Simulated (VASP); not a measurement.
# ZrSnSe3 (P4mm) in VASP: single point with PBE

Aim: the single point of ZrSnSe3 with PBE.

Everything below comes from runs of VASP 6.6.1. Logs are shortened: lines on timing, memory, paths and dates and some standing lists are left out, and cuts for length are marked.

## 1. The cell of the first run

It takes space group P4mm (No. 99, tetragonal). Conventional cell: a = 5.058 Å, b = 5.058 Å, c = 6.128 Å, α = 90.00°, β = 90.00°, γ = 90.00°. Within 3.2 Å of Zr (site symmetry 4mm) lie 5 Se at 2.42 to 2.69 Å. Sn (site symmetry 4mm) has 8 Se at 2.94 to 3.80 Å within 3.9 Å. Se (site symmetry 2mm) has 2 Zr at 2.69 Å and 2 Sn at 2.94 Å and 4 Se at 3.58 Å within 3.6 Å. Se (site symmetry 4mm) has 1 Zr at 2.42 Å within 3.2 Å.

## 2. Single point, PBE

Input file INCAR:

```
SYSTEM = ZrSnSe3
ALGO = Normal ; EDIFF = 1E-6
ENCUT = 520 ; GGA = PE
ISIF = 2 ; ISMEAR = 0
LASPH = .TRUE. ; LCHARG = .TRUE.
LELF = .TRUE. ; LREAL = .FALSE.
LVHAR = .TRUE. ; LWAVE = .FALSE.
NBANDS = 30 ; NELM = 80
PREC = Accurate ; SIGMA = 0.1
```

Input file KPOINTS:

```
k-points
0
G
  4 4 4
  0 0 0
```

Input file POSCAR:

```
ZrSnSe3
1.0
    5.0582354260      0.0000000000      0.0000000000
    0.0000000000      5.0582354260      0.0000000000
    0.0000000000      0.0000000000      6.1275702267
Zr Sn Se
1 1 3
Direct
    0.5000000000      0.5000000000      0.5485817764
    0.0000000000      0.0000000000      1.1524616005
    0.5000000000      0.0000000000      0.3968979222
    0.5000000000      0.5000000000      0.9427607287
    0.0000000000      0.5000000000      0.3968979222
```

Potentials or basis: VASP PAW PBE potentials, release 64 (Zr_sv, Sn_d, Se).

Run with:

```bash
> cat potpaw_PBE.64/Zr_sv/POTCAR potpaw_PBE.64/Sn_d/POTCAR potpaw_PBE.64/Se/POTCAR > POTCAR
> mpirun -np 1 vasp_std > vasp.out
```

OUTCAR:

```text
SYSTEM = ZrSnSe3
   EDIFF = 1E-6
   ENCUT = 520
   GGA = PE
   ISIF = 2
   ISMEAR = 0
   LASPH = .TRUE.
   LREAL = .FALSE.
   NELM = 80
   PREC = Accurate

 ion  position               nearest neighbor table
   1  0.500  0.500  0.549-   4 2.42   3 2.69   5 2.69   3 2.69   5 2.69
   2  0.000  0.000  0.152-   3 2.94   5 2.94   5 2.94   3 2.94
   3  0.500  0.000  0.397-   1 2.69   1 2.69   2 2.94   2 2.94
   4  0.500  0.500  0.943-   1 2.42
   5  0.000  0.500  0.397-   1 2.69   1 2.69   2 2.94   2 2.94

  LATTYP: Found a simple tetragonal cell.
 ALAT       =     5.0582354260
 C/A-ratio  =     1.2114047115

  Lattice vectors:

 A1 = (   5.0582354260,   0.0000000000,   0.0000000000)
 A2 = (   0.0000000000,   5.0582354260,   0.0000000000)
 A3 = (   0.0000000000,   0.0000000000,   6.1275702267)

Analysis of symmetry for initial positions (statically):
=====================================================================
 Subroutine PRICEL returns:
 Original cell was already a primitive cell.

 Routine SETGRP: Setting up the symmetry group for a
 simple tetragonal supercell.

 Subroutine GETGRP returns: Found  8 space group operations
 (whereof  8 operations were pure point group operations)
 out of a pool of 16 trial point group operations.

The static configuration has the point symmetry C_4v.

Analysis of symmetry for dynamics (positions and initial velocities):
=====================================================================
 Subroutine PRICEL returns:
 Original cell was already a primitive cell.

 Routine SETGRP: Setting up the symmetry group for a
 simple tetragonal supercell.

 Subroutine GETGRP returns: Found  8 space group operations
 (whereof  8 operations were pure point group operations)
 out of a pool of 16 trial point group operations.

The dynamic configuration has the point symmetry C_4v.

 Subroutine INISYM returns: Found  8 space group operations
 (whereof  8 operations are pure point group operations),
 and found     1 'primitive' translations

----------------------------------------------------------------------------------------

                                     Primitive cell

  volume of cell :     156.7785

  direct lattice vectors                    reciprocal lattice vectors
     5.058235426  0.000000000  0.000000000     0.197697402  0.000000000  0.000000000
     0.000000000  5.058235426  0.000000000     0.000000000  0.197697402  0.000000000
     0.000000000  0.000000000  6.127570227     0.000000000  0.000000000  0.163196824

[... 84 lines left out ...]
   EDIFFG = 0.1E-04   stopping-criterion for IOM
   NSW    =      0    number of steps for IOM
   IBRION =     -1    ionic relax: 0-MD 1-quasi-New 2-CG
   NFREE  =      0    steps in history (QN), initial steepest desc. (CG)
   ISIF   =      2    stress and relaxation
   ISYM   =      2    0-nonsym 1-usesym 2-fastsym
   POTIM  = 0.5000    time-step for ionic-motion
   TEBEG  =    0.0;   TEEND  =   0.0 temperature during run
   PSTRESS=    0.0 pullay stress
   NELECT =      44.0000    total number of electrons
   NUPDOWN=      -1.0000    fix difference up-down
   EMIN   =  10.00;   EMAX   =-10.00  energy-range for DOS
   EFERMI =   0.00;   METHOD = LEGACY
   ISMEAR =     0;   SIGMA  =   0.10  broadening in eV -4-tet -1-fermi 0-gaus
   EFERMI_NEDOS =   21; number of points for ismear=-14 and -15
   IALGO  =     38    algorithm
   IMIX   =      4    mixing-type and parameters
     AMIX     =   0.40;   BMIX     =  1.00
     AMIX_MAG =   1.60;   BMIX_MAG =  1.00
  volume/ion in A,a.u.               =      31.36       211.60
  Fermi-wavevector in a.u.,A,eV,Ry     =   1.071841  2.025485 15.630952  1.148843
  Thomas-Fermi vector in A             =   2.207593
   LORBIT       =      0    0 simple, 1 ext, 2 COOP (PROOUT), +10 PAW based schemes
   GGA     = PE    functional components
   LHFCALC =     F    Hartree Fock is set to
   AEXX    =    0.0000 exact exchange contribution
   IVDW    =     0    specifies the selected vdW correction
   LEPSILON=     F    determine dielectric tensor
   LRPA    =     F    only Hartree local field effects (RPA)
 non-spin polarized calculation
 Gauss-broadening in eV      SIGMA  =   0.10
  energy-cutoff  :      520.00
  volume of cell :      156.78
 maximum number of plane-waves:      4238
 NGX is ok and might be reduce to    40
   NGX = 19   NGY = 19   NGZ = 23

 number of electron      44.0000003 magnetization

 Free energy of the ion-electron system (eV)
  ---------------------------------------------------
  ext. energy  EPLUGINS =         0.00000000
  ---------------------------------------------------
  free energy    TOTEN  =       -26.81515070 eV

  energy without entropy =      -26.81515070  energy(sigma->0) =      -26.81515070

 E-fermi :   3.4812     XC(G=0):  -8.5853

 val. band max:        3.0133151021   @ k =   0.5000   0.5000   0.5000
 cond. band min:       3.9195332382   @ k =   0.0000   0.0000   0.0000
 fundamental gap:      0.9062181361
 Fermi energy:         3.4811992471

 k-point     1 :       0.0000    0.0000    0.0000
  band No.  band energies     occupation
      1     -46.2127      2.00000
      2     -24.2785      2.00000
      3     -24.2785      2.00000
      4     -24.2202      2.00000
      5     -18.4139      2.00000
      6     -18.4102      2.00000
[... 583 lines left out ...]
     29       7.6920      0.00000
     30       7.9568      0.00000

------------------------ aborting loop because EDIFF is reached ----------------------------------------

  FORCE on cell =-STRESS in cart. coord.  units (eV):
  Direction    XX          YY          ZZ          XY          YZ          ZX
  --------------------------------------------------------------------------------------
  -------------------------------------------------------------------------------------
  Total        0.0586986      0.0586986      0.0815722      0.0000000     -0.0000000      0.0000000
  in kB        0.5998631      0.5998631      0.8336162      0.0000000     -0.0000000      0.0000000
  external PRESSURE =       0.6777808 kB  Pullay stress =       0.0000000 kB

 VOLUME and BASIS-vectors are now :
 -----------------------------------------------------------------------------
  energy-cutoff  :      520.00
  volume of cell :      156.78
      direct lattice vectors                 reciprocal lattice vectors
     5.058235426  0.000000000  0.000000000     0.197697402  0.000000000  0.000000000
     0.000000000  5.058235426  0.000000000     0.000000000  0.197697402  0.000000000
     0.000000000  0.000000000  6.127570227     0.000000000  0.000000000  0.163196824

 POSITION                                       TOTAL-FORCE (eV/Angst)
 -----------------------------------------------------------------------------------
      2.52912      2.52912      3.36147         0.000000     -0.000000     -0.018551
      0.00000      0.00000      0.93422         0.000000      0.000000     -0.012171
      2.52912      0.00000      2.43202         0.000000      0.000000     -0.000300
      2.52912      2.52912      5.77683         0.000000      0.000000      0.031321
      0.00000      2.52912      2.43202         0.000000      0.000000     -0.000300
 -----------------------------------------------------------------------------------
    total drift:                                0.000000     -0.000000      0.000271

  FREE ENERGIE OF THE ION-ELECTRON SYSTEM (eV)
  ---------------------------------------------------
  free  energy   TOTEN  =       -26.8151506952 eV

  energy  without entropy=      -26.8151506952  energy(sigma->0) =      -26.81515070
```

OSZICAR:

```text
N       E                     dE             d eps       ncg     rms          rms(c)
DAV:   1     0.425394953683E+03    0.42539E+03   -0.19836E+04  1098   0.152E+03
DAV:   2     0.299912006367E+02   -0.39540E+03   -0.37811E+03  1148   0.410E+02
DAV:   3    -0.254285422995E+02   -0.55420E+02   -0.53818E+02  1614   0.138E+02
DAV:   4    -0.288415022100E+02   -0.34130E+01   -0.33920E+01  1696   0.295E+01
DAV:   5    -0.290218078095E+02   -0.18031E+00   -0.18016E+00  1620   0.470E+00    0.133E+01
DAV:   6    -0.268768453517E+02    0.21450E+01   -0.54318E+00  1302   0.114E+01    0.519E+00
DAV:   7    -0.268166257498E+02    0.60220E-01   -0.86504E-01  1570   0.414E+00    0.304E+00
DAV:   8    -0.268114375432E+02    0.51882E-02   -0.13313E-01  1334   0.176E+00    0.846E-01
DAV:   9    -0.268140568284E+02   -0.26193E-02   -0.16144E-02  1402   0.820E-01    0.238E-01
DAV:  10    -0.268148407931E+02   -0.78396E-03   -0.17307E-03  1426   0.229E-01    0.108E-01
DAV:  11    -0.268150760403E+02   -0.23525E-03   -0.36685E-04  1472   0.106E-01    0.305E-02
DAV:  12    -0.268151305998E+02   -0.54559E-04   -0.51094E-05  1362   0.384E-02    0.111E-02
DAV:  13    -0.268151472651E+02   -0.16665E-04   -0.18226E-05  1152   0.182E-02    0.475E-03
DAV:  14    -0.268151501304E+02   -0.28653E-05   -0.38833E-06  1194   0.924E-03    0.186E-03
DAV:  15    -0.268151506952E+02   -0.56486E-06   -0.50193E-07   908   0.414E-03
   1 F= -.26815151E+02 E0= -.26815151E+02  d E =-.109083E-10
```

Wall time 84 s (1 thread of Intel Xeon Platinum 8488C (Sapphire Rapids), shared host); peak memory 0.3 GiB.

What came out:

| Quantity | Value |
| --- | --- |
| Free energy | -26.8152 eV |
| Pressure | 0.1 GPa |
| Largest force | 0.031 eV/Å |
| Band gap on the k mesh | 0.91 eV, indirect (least direct gap 1.31 eV) |

Forces in eV/Å, atoms in the order of the input:
```
Zr   0.000  0.000 -0.019
Sn   0.000  0.000 -0.012
Se   0.000  0.000  0.000
Se   0.000  0.000  0.031
Se   0.000  0.000  0.000
```

Caveat: spin-orbit coupling is left out, which moves the levels of the heavy elements. A k mesh can miss the band edges.
